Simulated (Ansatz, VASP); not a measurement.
**Ba in VASP and in Ansatz**

```xyz
2
Lattice="3.8979 0.0000 0.0000 -1.9489 3.3757 0.0000 0.0000 0.0000 7.4276" Properties=species:S:1:pos:R:3 pbc="T T T"
Ba    0.0000    2.2504    1.8569
Ba    1.9489    1.1252    5.5707
```

Alike in both runs: task single point; functional PBEsol; k mesh 6 × 6 × 4; occupations gaussian, width 0.1 eV; no spin polarisation.

```csv
,VASP,Ansatz
version,VASP 6.6.1,Ansatz 0.2.0
potentials or method,"VASP PAW PBE potentials, release 64 (Ba_sv), cutoff 500 eV","scalar-relativistic, plane waves, PAW"
valence electrons in the cell,20,20
```

```csv
,VASP,Ansatz,Ansatz less VASP
gap on the k mesh at the Fermi level (eV),none,none,-
pressure (GPa),2.4,2.2,-0.21
"traceless stress, the component that is largest in VASP (GPa)",-3.20,-3.16,+0.037
```

VASP's potentials were made for PBE, not for PBEsol. A gap of «none» marks a metal or a gap that the smearing closes.

Neither program's run includes spin-orbit coupling.
